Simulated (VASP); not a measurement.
A run of VASP 6.6.1 is set up as follows.

INCAR

```
SYSTEM = Zr3S2
PREC = Accurate
ENCUT = 520
EDIFF = 1E-6
ISMEAR = -1
SIGMA = 0.05
LREAL = .False.
LASPH = .True.
NELM = 60
ALGO = Normal
ISIF = 2
LWAVE = .False.
LCHARG = .True.
LELF = .True.
LVHAR = .True.
NBANDS = 32
```

The input KPOINTS:

```
regular mesh
0
Gamma
  6 6 6
  0 0 0
```

File POSCAR:

```
Zr3S2
1.0
    2.9025379727      1.6757810799      3.4877732718
   -2.9025379727      1.6757810799      3.4877732718
    0.0000000000     -3.3515621597      3.4877732718
Zr S
3 2
Direct
    0.8387270000      0.5000000000      0.1612730000
    0.5000000000      0.1612730000      0.8387270000
    0.1612730000      0.8387270000      0.5000000000
    0.6650230000      0.6650230000      0.6650230000
    0.3349770000      0.3349770000      0.3349770000
```

Potentials or basis: VASP PAW LDA potentials, release 64 (Zr_sv, S).

The run is started by

```bash
$ cat potpaw_LDA.64/Zr_sv/POTCAR potpaw_LDA.64/S/POTCAR > POTCAR
$ mpirun -np 1 vasp_std > vasp.out
```

Problem. Estimate the pressure.

Solution. -7.4 GPa.

Problem. Predict the largest force.

Solution. 0.160 eV/Å.

Problem. Estimate the band gap on the k mesh.

Solution. Zero (band 24 reaches 8.79 eV, above the bottom of band 25 at 8.56 eV).

Forces on the atoms (eV/Å):
```
Zr  -0.080 -0.138  0.000
Zr  -0.080  0.138  0.000
Zr   0.160  0.000  0.000
S    0.000  0.000  0.002
S    0.000  0.000 -0.002
```
